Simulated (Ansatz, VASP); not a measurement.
# GaAsSe3 in VASP and in Ansatz

INCAR

```
ALGO     = Normal         # electronic algorithm
EDIFF    = 1E-6           # SCF threshold, eV
EDIFFG   = -0.08          # ionic threshold
ENCUT    = 600            # plane-wave cutoff, eV
GGA      = PE             # functional
IBRION   = 2              # ionic algorithm
ISIF     = 3              # what is computed and relaxed
ISMEAR   = 0              # smearing method
LASPH    = True           # aspherical terms in the spheres
LCHARG   = False          # write CHGCAR
LREAL    = False          # projectors in reciprocal space
LWAVE    = False          # write WAVECAR
NELM     = 60             # most SCF steps
NSW      = 36             # ionic steps
PREC     = Accurate       # precision mode
SIGMA    = 0.15           # smearing width, eV
```

KPOINTS

```
k-points
0
Gamma
  2 2 2
```

The input POSCAR:

```
GaAsSe3
1.0
    3.3000000000      1.9052558900      6.4000000000
   -3.3000000000      1.9052558900      6.4000000000
    0.0000000000     -3.8105117800      6.4000000000
Ga As Se
2 2 6
Direct
    0.6450000000      0.6450000000      0.6450000000
    0.3550000000      0.3550000000      0.3550000000
    0.8540000000      0.8540000000      0.8540000000
    0.1460000000      0.1460000000      0.1460000000
    0.9510000000      0.5620000000      0.2220000000
    0.2220000000      0.9510000000      0.5620000000
    0.5620000000      0.2220000000      0.9510000000
    0.0490000000      0.4380000000      0.7780000000
    0.7780000000      0.0490000000      0.4380000000
    0.4380000000      0.7780000000      0.0490000000
```

Input for Ansatz:

```yaml
crystal:
  lattice:
    - [3.3, 1.90525589, 6.4]
    - [-3.3, 1.90525589, 6.4]
    - [0.0, -3.81051178, 6.4]
  atoms:
    - { symbol: Ga, position: [0.645, 0.645, 0.645] }
    - { symbol: Ga, position: [0.355, 0.355, 0.355] }
    - { symbol: As, position: [0.854, 0.854, 0.854] }
    - { symbol: As, position: [0.146, 0.146, 0.146] }
    - { symbol: Se, position: [0.951, 0.562, 0.222] }
    - { symbol: Se, position: [0.222, 0.951, 0.562] }
    - { symbol: Se, position: [0.562, 0.222, 0.951] }
    - { symbol: Se, position: [0.049, 0.438, 0.778] }
    - { symbol: Se, position: [0.778, 0.049, 0.438] }
    - { symbol: Se, position: [0.438, 0.778, 0.049] }
basis:
  ecutwfc: 420
kpoints:
  mp_grid: { grid: [2, 2, 2] }
hamiltonian:
  xc: pbe
scf:
  occupations: { method: gaussian, width: 0.15 }
  lower_state_search: "off"
output:
  forces: true
  stress: true
  eigenvalues: true
relax:
  adjacent_minimum: "off"
  f_tol: 0.08
  max_steps: 16
  cell: { stress_tol: 0.8 }
```

Alike in both runs: task relaxation of cell and atoms; functional PBE; k mesh 2 × 2 × 2; occupations gaussian, width 0.15 eV; no spin polarisation.

|  | VASP | Ansatz |
| --- | --- | --- |
| version | VASP 6.6.1 | Ansatz 0.2.0 |
| potentials or method | VASP PAW PBE potentials, release 64 (Ga_d, As, Se), cutoff 600 eV | scalar-relativistic, plane waves, PAW |
| valence electrons in the cell | 72 | 152 |

|  | VASP | Ansatz | Ansatz less VASP |
| --- | --- | --- | --- |
| gap on the k mesh at the Fermi level, each at its own relaxed structure (eV) | 0.35 | 0.31 | -0.045 |
| relaxed volume (Å³/atom) | 23.84 | 23.58 | -0.256 |
| relaxed cell length with the largest relative difference (Å) | 7.167 | 7.240 | +0.0730 |

VASP's potentials hold 72 valence electrons a cell and Ansatz's 152, so a difference there can come from the potentials and not from the codes.

The k mesh is coarse, so the values compare programs but aren't converged.
